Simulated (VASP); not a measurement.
# CoO (P-6m2) in VASP: further runs

CoO is run at these levels: PBE, PBEsol-based global hybrid with 25 % exact exchange; tasks: single point.

Program: VASP 6.6.1. These are calculated values, not measurements. Logs are shortened: lines on timing, memory, paths and dates and some standing lists are left out, and cuts for length are marked.

## (1) The cell of the first run

The structure is hexagonal, space group P-6m2 (No. 187). The conventional cell has a = 2.828 Å, b = 2.828 Å, c = 2.722 Å, α = 90.00°, β = 90.00°, γ = 120.00°. Co (site symmetry -6m2) has 6 O at 2.13 Å and 8 Co at 2.72 to 2.83 Å within 2.9 Å. O (site symmetry -6m2) has 6 Co at 2.13 Å and 8 O at 2.72 to 2.83 Å within 2.9 Å.

## (2) Single point, PBE

INCAR reads:

```
  PREC = Accurate
  ENCUT = 700
  EDIFF = 1E-6
  ISMEAR = -1
  SIGMA = 0.05
  LREAL = F
  LASPH = T
  NELM = 120
  ALGO = Normal
  ISIF = 2
  LWAVE = F
  LCHARG = T
  GGA = PE
  LELF = T
  LVHAR = T
  NBANDS = 18
  GGA_COMPAT = F
```

KPOINTS reads:

```
Automatic mesh
0
Gamma
  11 11 10
```

POSCAR reads:

```
CoO
1.0
    2.8284500000      0.0000000000      0.0000000000
   -1.4142300000      2.4495100000      0.0000000000
    0.0000000000      0.0000000000      2.7217200000
Co O
1 1
Direct
    0.0000000000      0.0000000000      0.5000000000
    0.6666700000      0.3333300000      0.0000000000
```

Potentials or basis: VASP PAW PBE potentials, release 64 (Co_sv, O).

Started as:

```sh
> cat potpaw_PBE.64/Co_sv/POTCAR potpaw_PBE.64/O/POTCAR > POTCAR
> mpirun -np 1 vasp_std > vasp.out
```

OUTCAR:

```text
PREC = Accurate
   ENCUT = 700
   EDIFF = 1E-6
   ISMEAR = -1
   LREAL = F
   LASPH = T
   NELM = 120
   ISIF = 2
   GGA = PE

 ion  position               nearest neighbor table
   1  0.000  0.000  0.500-   2 2.13   2 2.13   2 2.13   2 2.13   2 2.13   2 2.13
   2  0.667  0.333  0.000-   1 2.13   1 2.13   1 2.13   1 2.13   1 2.13   1 2.13

  LATTYP: Found a hexagonal cell.
 ALAT       =     2.8284500000
 C/A-ratio  =     0.9622655518

  Lattice vectors:

 A1 = (   2.8284500000,   0.0000000000,   0.0000000000)
 A2 = (  -1.4142300000,   2.4495100000,   0.0000000000)
 A3 = (   0.0000000000,   0.0000000000,   2.7217200000)

Analysis of symmetry for initial positions (statically):
=====================================================================
 Subroutine PRICEL returns:
 Original cell was already a primitive cell.

 Routine SETGRP: Setting up the symmetry group for a
 hexagonal supercell.

 Subroutine GETGRP returns: Found  4 space group operations
 (whereof  4 operations were pure point group operations)
 out of a pool of 24 trial point group operations.

The static configuration has the point symmetry C_2v.

Analysis of symmetry for dynamics (positions and initial velocities):
=====================================================================
 Subroutine PRICEL returns:
 Original cell was already a primitive cell.

 Routine SETGRP: Setting up the symmetry group for a
 hexagonal supercell.

 Subroutine GETGRP returns: Found  4 space group operations
 (whereof  4 operations were pure point group operations)
 out of a pool of 24 trial point group operations.

The dynamic configuration has the point symmetry C_2v.

 Subroutine INISYM returns: Found  4 space group operations
 (whereof  4 operations are pure point group operations),
 and found     1 'primitive' translations

----------------------------------------------------------------------------------------

                                     Primitive cell

  volume of cell :      18.8569

  direct lattice vectors                    reciprocal lattice vectors
     2.828450000  0.000000000  0.000000000     0.353550531  0.204123179  0.000000000
    -1.414230000  2.449510000  0.000000000     0.000000000  0.408244914  0.000000000
     0.000000000  0.000000000  2.721720000     0.000000000  0.000000000  0.367414723

  length of vectors
     2.828450000  2.828452887  2.721720000     0.408245331  0.408244914  0.367414723

  position of ions in fractional coordinates (direct lattice)
     0.000000000  0.000000000  0.500000000
     0.666670000  0.333330000  0.000000000

  ion indices of the primitive-cell ions
   primitive index   ion index
                 1           1
                 2           2

----------------------------------------------------------------------------------------

 KPOINTS: Automatic mesh

Automatic generation of k-mesh.
 Grid dimensions read from file:
 generate k-points for:   11   11   10

 Generating k-lattice:

  Cartesian coordinates                     Fractional coordinates (reciprocal lattice)
     0.032140957  0.018556653  0.000000000     0.090909091  0.000000000  0.000000000
     0.000000000  0.037113174  0.000000000     0.000000000  0.090909091  0.000000000
     0.000000000  0.000000000  0.036741472     0.000000000  0.000000000  0.100000000

  Length of vectors
     0.037113212  0.037113174  0.036741472

  Shift w.r.t. Gamma in fractional coordinates (k-lattice)
     0.000000000  0.000000000  0.000000000

 Subroutine IBZKPT returns following result:
 ===========================================

 Found    216 irreducible k-points:

 Following reciprocal coordinates:
            Coordinates               Weight
  0.000000  0.000000  0.000000      1.000000
  0.090909  0.000000  0.000000      4.000000
 -0.090909  0.090909  0.000000      2.000000
  0.181818  0.000000  0.000000      4.000000
 -0.181818  0.181818  0.000000      2.000000
  0.272727  0.000000  0.000000      4.000000
[... 16 lines left out ...]
  0.454545  0.090909  0.000000      4.000000
  0.454545  0.454545  0.000000      2.000000
 [... further k-points ...]
   k-points           NKPTS =    216   k-points in BZ     NKDIM =    216   number of bands    NBANDS=     18
   number of dos      NEDOS =    301   number of ions     NIONS =      2
   total plane-waves  NPLWV =  13824
   dimension x,y,z NGX =    24 NGY =   24 NGZ =   24
   dimension x,y,z NGXF=    48 NGYF=   48 NGZF=   48
   ions per type =               1   1
   NGX,Y,Z   is equivalent  to a cutoff of  14.11, 14.11, 14.66 a.u.
   NGXF,Y,Z  is equivalent  to a cutoff of  28.21, 28.21, 29.32 a.u.
 SYSTEM =  unknown system
   PREC   = accura    normal or accurate (medium, high low for compatibility)
   ISTART =      0    job   : 0-new  1-cont  2-samecut
   ICHARG =      2    charge: 1-file 2-atom 10-const
   ISPIN  =      1    spin polarized calculation?
   LNONCOLLINEAR =      F non collinear calculations
   LSORBIT =      F    spin-orbit coupling
   LASPH  =      T    aspherical Exc in radial PAW
   ENCUT  =  700.0 eV  51.45 Ry    7.17 a.u.   6.10  6.10  5.87*2*pi/ulx,y,z
   NELM   =    120;   NELMIN=  2; NELMDL= -5     # of ELM steps
   EDIFF  = 0.1E-05   stopping-criterion for ELM
   LREAL  =      F    real-space projection
[... 7 lines left out ...]
   TEBEG  =    0.0;   TEEND  =   0.0 temperature during run
   PSTRESS=    0.0 pullay stress
   NELECT =      23.0000    total number of electrons
   NUPDOWN=      -1.0000    fix difference up-down
   EMIN   =  10.00;   EMAX   =-10.00  energy-range for DOS
   EFERMI =   0.00;   METHOD = LEGACY
   ISMEAR =    -1;   SIGMA  =   0.05  broadening in eV -4-tet -1-fermi 0-gaus
   EFERMI_NEDOS =   21; number of points for ismear=-14 and -15
   IALGO  =     38    algorithm
   IMIX   =      4    mixing-type and parameters
     AMIX     =   0.40;   BMIX     =  1.00
     AMIX_MAG =   1.60;   BMIX_MAG =  1.00
  volume/ion in A,a.u.               =       9.43        63.63
  Fermi-wavevector in a.u.,A,eV,Ry     =   1.749150  3.305414 41.627375  3.059526
  Thomas-Fermi vector in A             =   2.820119
   LORBIT       =      0    0 simple, 1 ext, 2 COOP (PROOUT), +10 PAW based schemes
   GGA     = PE    functional components
   LHFCALC =     F    Hartree Fock is set to
   AEXX    =    0.0000 exact exchange contribution
   IVDW    =     0    specifies the selected vdW correction
   LEPSILON=     F    determine dielectric tensor
   LRPA    =     F    only Hartree local field effects (RPA)
 non-spin polarized calculation
  energy-cutoff  :      700.00
  volume of cell :       18.86
 maximum number of plane-waves:       814
   NGX = 13   NGY = 13   NGZ = 11

 number of electron      23.0000002 magnetization

 Free energy of the ion-electron system (eV)
  ---------------------------------------------------
  ext. energy  EPLUGINS =         0.00000000
  ---------------------------------------------------
  free energy    TOTEN  =       -12.43538575 eV

  energy without entropy =      -12.39477356  energy(sigma->0) =      -12.41507966

 E-fermi :   8.9557     XC(G=0): -12.8765

 val. band max:        8.9528515110   @ k =  -0.0909   0.3636   0.4000
 cond. band min:       8.9593917747   @ k =  -0.1818   0.4545   0.5000
 fundamental gap:      0.0065402636
 Fermi energy:         8.9557183411

 k-point     1 :       0.0000    0.0000    0.0000
  band No.  band energies     occupation
      1     -85.8560      2.00000
      2     -49.2287      2.00000
      3     -49.0856      2.00000
      4     -49.0856      2.00000
      5     -11.5582      2.00000
      6       4.6661      2.00000
[... 10 lines left out ...]
     17      25.6086      0.00000
     18      28.1796      0.00000

 k-point     2 :       0.0909    0.0000    0.0000
  band No.  band energies     occupation
      1     -85.8555      2.00000
      2     -49.2282      2.00000
      3     -49.0911      2.00000
      4     -49.0871      2.00000
      5     -11.4756      2.00000
      6       4.2731      2.00000
[... 10 lines left out ...]
     17      25.7600      0.00000
     18      28.0214      0.00000

 k-point     3 :      -0.0909    0.0909    0.0000
  band No.  band energies     occupation
      1     -85.8555      2.00000
      2     -49.2282      2.00000
      3     -49.0911      2.00000
      4     -49.0871      2.00000
      5     -11.4756      2.00000
      6       4.2731      2.00000
[... 10 lines left out ...]
     17      25.7600      0.00000
     18      28.0214      0.00000

 k-point     4 :       0.1818    0.0000    0.0000
  band No.  band energies     occupation
      1     -85.8541      2.00000
      2     -49.2265      2.00000
      3     -49.1052      2.00000
      4     -49.0907      2.00000
      5     -11.2465      2.00000
      6       3.3788      2.00000
[... 10 lines left out ...]
     17      26.1113      0.00000
     18      27.6709      0.00000

 k-point     5 :      -0.1818    0.1818    0.0000
  band No.  band energies     occupation
      1     -85.8541      2.00000
      2     -49.2265      2.00000
      3     -49.1052      2.00000
      4     -49.0907      2.00000
      5     -11.2465      2.00000
      6       3.3788      2.00000
[... 10 lines left out ...]
     17      26.1113      0.00000
     18      27.6709      0.00000

 k-point     6 :       0.2727    0.0000    0.0000
  band No.  band energies     occupation
      1     -85.8523      2.00000
      2     -49.2244      2.00000
      3     -49.1233      2.00000
      4     -49.0952      2.00000
      5     -10.9272      2.00000
      6       2.3962      2.00000
[... 307 lines left out ...]
 k-point    21 :      -0.0909    0.4545    0.0000
  band No.  band energies     occupation
      1     -85.8499      2.00000
      2     -49.2216      2.00000
      3     -49.1450      2.00000
      4     -49.1039      2.00000
      5     -10.4628      2.00000
      6       1.3877      2.00000
[... 10 lines left out ...]
     17      27.1679      0.00000
     18      27.3192      0.00000

 k-point    22 :      -0.4545    0.3636    0.0000
  band No.  band energies     occupation
      1     -85.8499      2.00000
      2     -49.2216      2.00000
      3     -49.1451      2.00000
      4     -49.1039      2.00000
      5     -10.4628      2.00000
      6       1.3877      2.00000
[... 10 lines left out ...]
     17      27.1679      0.00000
     18      27.3191      0.00000

 k-point    23 :       0.4545    0.0909    0.0000
  band No.  band energies     occupation
      1     -85.8494      2.00000
      2     -49.2210      2.00000
      3     -49.1497      2.00000
      4     -49.1054      2.00000
      5     -10.3606      2.00000
      6       1.1749      2.00000
[... 10 lines left out ...]
     17      27.2505      0.00000
     18      27.3534      0.00000

 k-point    24 :       0.4545    0.4545    0.0000
  band No.  band energies     occupation
      1     -85.8494      2.00000
      2     -49.2210      2.00000
      3     -49.1497      2.00000
      4     -49.1054      2.00000
      5     -10.3606      2.00000
      6       1.1749      2.00000
[... 10 lines left out ...]
     17      27.2506      0.00000
     18      27.3533      0.00000

 [... further k-points ...]

------------------------ aborting loop because EDIFF is reached ----------------------------------------

  FORCE on cell =-STRESS in cart. coord.  units (eV):
  Direction    XX          YY          ZZ          XY          YZ          ZX
  --------------------------------------------------------------------------------------
  -------------------------------------------------------------------------------------
  Total       -1.4758007     -1.4757710     -1.6923291      0.0000293      0.0000000      0.0000000
  in kB     -125.3912222   -125.3886927   -143.7885237      0.0024862      0.0000000      0.0000000
  external PRESSURE =    -131.5228129 kB  Pullay stress =       0.0000000 kB

 VOLUME and BASIS-vectors are now :
 -----------------------------------------------------------------------------
  energy-cutoff  :      700.00
  volume of cell :       18.86
      direct lattice vectors                 reciprocal lattice vectors
     2.828450000  0.000000000  0.000000000     0.353550531  0.204123179  0.000000000
    -1.414230000  2.449510000  0.000000000     0.000000000  0.408244914  0.000000000
     0.000000000  0.000000000  2.721720000     0.000000000  0.000000000  0.367414723

 POSITION                                       TOTAL-FORCE (eV/Angst)
 -----------------------------------------------------------------------------------
      0.00000      0.00000      1.36086        -0.000061      0.000035      0.000000
      1.41424      0.81650      0.00000         0.000061     -0.000035      0.000000
 -----------------------------------------------------------------------------------
    total drift:                               -0.000008     -0.000006      0.000000

  FREE ENERGIE OF THE ION-ELECTRON SYSTEM (eV)
  ---------------------------------------------------
  free  energy   TOTEN  =       -12.4353857530 eV

  energy  without entropy=      -12.3947735610  energy(sigma->0) =      -12.41507966
```

Run time: 77 s. Hardware: 1 thread of AMD EPYC 7R43 (Zen 3), shared host; peak memory 0.19 GiB.

Results:

```yaml
Free_energy: -12.4354 eV
Pressure: -13.2 GPa
Band_gap_on_the_k_mesh: zero (an odd number of electrons rules out a gap without spin polarisation)
```

Stress tensor (GPa, compression positive):
```
-12.54   0.00   0.00
  0.00 -12.54   0.00
  0.00   0.00 -14.38
```

Caveat: the cell stands under tension; an odd number of electrons without spin polarisation forces a metal; a magnetic or distorted state may lie lower; the run has no spin polarisation, though such a crystal can be magnetic; semilocal functionals often make such compounds metallic where correlation or magnetic order opens a gap, which also shifts bond lengths.

## (3) Single point, PBEsol-based global hybrid with 25 % exact exchange, collinear spin, ferromagnetic start

This run uses another cell than the first one, of 8.99 Å³/atom.

POSCAR reads:

```
CoO
1.0
    2.7802895848      0.0000028376      0.0000000000
   -1.3901472498      2.4077999915      0.0000000000
    0.0000000000      0.0000000000      2.6853595008
Co O
1 1
Direct
    0.0000000000      0.0000000000      0.5000000000
    0.6666666667      0.3333333333      0.0000000000
```

INCAR.step1 reads:

```
SYSTEM = CoO
ALGO     = Normal         ! electronic algorithm
EDIFF    = 1E-5           ! SCF threshold, eV
ENCUT    = 520            ! plane-wave cutoff, eV
GGA      = PE             ! functional
ISIF     = 2              ! what is computed and relaxed
ISMEAR   = -1             ! smearing method
ISPIN    = 2              ! spin polarisation
LASPH    = .TRUE.         ! aspherical terms in the spheres
LCHARG   = .FALSE.        ! write CHGCAR
LMAXMIX  = 4              ! l up to which the mixer works
LORBIT   = 11             ! projections on sites
LREAL    = .FALSE.        ! projectors in reciprocal space
LWAVE    = .TRUE.         ! write WAVECAR
MAGMOM   = 2 0            ! initial moments
NBANDS   = 18             ! bands
NELM     = 150            ! most SCF steps
PREC     = Accurate       ! precision mode
SIGMA    = 0.05           ! smearing width, eV
```

INCAR.step2 reads:

```
SYSTEM = CoO
AEXX     = 0.25           ! exact-exchange fraction
ALGO     = Normal         ! electronic algorithm
EDIFF    = 1E-6           ! SCF threshold, eV
ENCUT    = 520            ! plane-wave cutoff, eV
GGA      = PS             ! functional
ISIF     = 2              ! what is computed and relaxed
ISMEAR   = -1             ! smearing method
ISPIN    = 2              ! spin polarisation
ISTART   = 1            
LASPH    = .TRUE.         ! aspherical terms in the spheres
LCHARG   = .FALSE.        ! write CHGCAR
LHFCALC  = .TRUE.         ! exact exchange
LMAXMIX  = 4              ! l up to which the mixer works
LORBIT   = 11             ! projections on sites
LREAL    = .FALSE.        ! projectors in reciprocal space
LWAVE    = .FALSE.        ! write WAVECAR
MAGMOM   = 2 0            ! initial moments
NBANDS   = 18             ! bands
NELM     = 150            ! most SCF steps
PREC     = Accurate       ! precision mode
PRECFOCK = Normal       
SIGMA    = 0.05           ! smearing width, eV
```

KPOINTS reads:

```
k-points
0
G
  6 6 5
  0 0 0
```

Potentials or basis: VASP PAW PBE potentials, release 64 (Co, O).

Started as:

```sh
> cat potpaw_PBE.64/Co/POTCAR potpaw_PBE.64/O/POTCAR > POTCAR
> cp INCAR.step1 INCAR
> mpirun -np 1 vasp_std > vasp.out
> cp INCAR.step2 INCAR
> mpirun -np 1 vasp_std > vasp.out
```

It took 90 min on 1 thread of Oxide Virtual Turin-like, shared host; peak memory 0.13 GiB.

The run converged. Its results:

- Free energy: -20.2228 eV
- Pressure: -0.1 GPa
- Band gap on the k mesh: zero (filled and empty bands overlap)
- Net moment: 3.00 μB per cell
- Site moments: Co +2.67; O +0.31 μB
- Valence electrons inside the program's atomic spheres: Co 7.88; O 5.04

Stress tensor (GPa, compression positive):
```
 0.07  0.00  0.00
 0.00  0.07  0.00
 0.00  0.00 -0.35
```

Levels at points of the mesh, in eV from the Fermi level:
Spin up:
```csv
k point,band 6,band 7,band 8,band 9,band 10,band 11,band 12,band 13
"(0.00, 0.00, 0.00)",-6.27,-5.11,-2.84,-2.84,2.02,16.06,17.98,17.98
"(0.50, 0.00, 0.00)",-6.26,-4.80,-4.67,-2.39,6.88,10.89,16.28,19.49
```
Spin down:
| k point | band 2 | band 3 | band 4 | band 5 | band 6 | band 7 | band 8 | band 9 | band 10 | band 11 |
| --- | --- | --- | --- | --- | --- | --- | --- | --- | --- | --- |
| (0.00, 0.00, 0.00) | -5.40 | -5.05 | -5.05 | -4.20 | 1.84 | 1.84 | 2.54 | 3.10 | 3.10 | 16.40 |
| (0.50, 0.00, 0.00) | -9.62 | -4.86 | -4.57 | -4.52 | -0.89 | 1.30 | 2.82 | 4.38 | 7.34 | 11.89 |

Caveat: the k points lie up to 0.47 Å⁻¹ apart, too coarse for converged energies and pressures of a metal; the PAW data sets were made with another functional, which shifts forces and pressure a little; a cell with one magnetic atom can't hold antiferromagnetic order, which such compounds often take.

The gap in the log of VASP goes by the Fermi energy; the results here count the filled bands.